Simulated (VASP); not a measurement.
# Mg: single point with PBE

The system is Mg.

```
Mg
1.0
     3.20930    0.00000    0.00000
    -1.60465    2.77934    0.00000
     0.00000    0.00000    5.21030
Mg
2
Direct
  0.33333 0.66667 0.25000
  0.66667 0.33333 0.76919
```

* Program: VASP 6.6.1
* Task: single point
* Functional: PBE
* Potentials or basis: VASP PAW PBE potentials, release 64 (Mg)
* Cutoff: 520 eV
* k mesh: 12 × 12 × 8
* Occupations: gaussian, width 0.05 eV
* Spin: no spin polarisation
* Dipole correction: no
* Further INCAR settings: ALGO = Normal; EDIFF = 1e-06; NBANDS = 9

```yaml
Pressure: -0.5 GPa
Largest_force: 0.264 eV/Å
Band_gap_on_the_k_mesh: zero (bands 2 and 3 overlap by 2.23 eV)
```

Forces on the atoms (eV/Å):
```
Mg   0.000  0.000  0.264
Mg   0.000  0.000 -0.264
```

Stress tensor (GPa, compression positive):
```
-0.22  0.00  0.00
 0.00 -0.22  0.00
 0.00  0.00 -1.05
```

Levels at points of the mesh, in eV from the Fermi level:
```csv
k point,band 1,band 2,band 3,band 4,band 5,band 6,band 7
"(0.00, 0.00, 0.00)",-6.81,-1.58,-1.17,10.93,10.93,11.02,11.02
"(0.50, 0.00, 0.00)",-2.06,-2.05,2.73,3.10,3.32,3.73,6.88
"(0.00, 0.00, 0.50)",-5.57,-5.28,5.02,5.12,11.63,11.63,11.67
"(0.50, 0.00, 0.50)",-1.06,-1.04,-0.34,-0.34,7.88,7.90,8.23
```

Run time: 40 s on 1 thread of Intel Xeon 8259CL, on a shared host, peak memory 0.19 GiB.
